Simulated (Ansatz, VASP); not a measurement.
## Bi: VASP beside Ansatz

```
Bi
1.0
     2.29208    1.32333    3.93461
    -2.29208    1.32333    3.93461
     0.00000   -2.64667    3.93461
Bi
2
Cartesian
  0.0000 0.0000 2.7934
  0.0000 0.0000 9.0105
```

Alike in both runs: task single point; functional PBEsol; k mesh 14 × 14 × 14; occupations fermi-dirac, width 0.1 eV; no spin polarisation.

|  | VASP | Ansatz |
| --- | --- | --- |
| version | VASP 6.6.1 | Ansatz 0.2.0 |
| potentials or method | VASP PAW PBE potentials, release 64 (Bi_d), cutoff 520 eV | plane waves (420 eV) with PAW, scalar-relativistic |
| valence electrons in the cell | 30 | 30 |

|  | VASP | Ansatz | Ansatz less VASP |
| --- | --- | --- | --- |
| pressure (GPa) | -1.8 | -1.8 | +0.05 |
| traceless stress, the component that is largest in VASP (GPa) | 0.15 | 0.15 | -0.001 |

VASP's potentials were made for PBE, not for PBEsol, and Ansatz warns of the same on its side.

Neither program's run includes spin-orbit coupling.
